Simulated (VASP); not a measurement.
Here is a VASP 6.6.1 calculation.

The input INCAR:

```
PREC     = Accurate       # precision mode
ENCUT    = 520            # plane-wave cutoff, eV
EDIFF    = 1E-6           # SCF threshold, eV
ISMEAR   = -1             # smearing method
SIGMA    = 0.05           # smearing width, eV
LREAL    = False          # projectors in reciprocal space
LASPH    = True           # aspherical terms in the spheres
NELM     = 60             # most SCF steps
ALGO     = Normal         # electronic algorithm
ISIF     = 2              # what is computed and relaxed
LWAVE    = False          # write WAVECAR
LCHARG   = False          # write CHGCAR
GGA      = PE             # functional
NBANDS   = 21             # bands
```

File KPOINTS:

```
Automatic mesh
0
Gamma
  9 9 9
```

Contents of POSCAR:

```
Sn
1.0
   -2.8358907401      2.8358907401      1.5234452890
    2.8358907401     -2.8358907401      1.5234452890
    2.8358907401      2.8358907401     -1.5234452890
Sn
2
Direct
    0.0000000000      0.0000000000      0.0000000000
    0.7500000000      0.2500000000      0.5000000000
```

Potentials or basis: VASP PAW PBE potentials, release 64 (Sn_d).

The run is started by

```console
$ cat potpaw_PBE.64/Sn_d/POTCAR > POTCAR
$ mpirun -np 1 vasp_std > vasp.out
```

Problem. Predict the band gap on the k mesh.

Solution. Zero (band 14 reaches 10.63 eV, above the bottom of band 15 at 6.13 eV).

Problem. Predict the pressure.

Solution. 9.9 GPa.

Caveat: spin-orbit coupling is left out, which moves the levels of the heavy elements.
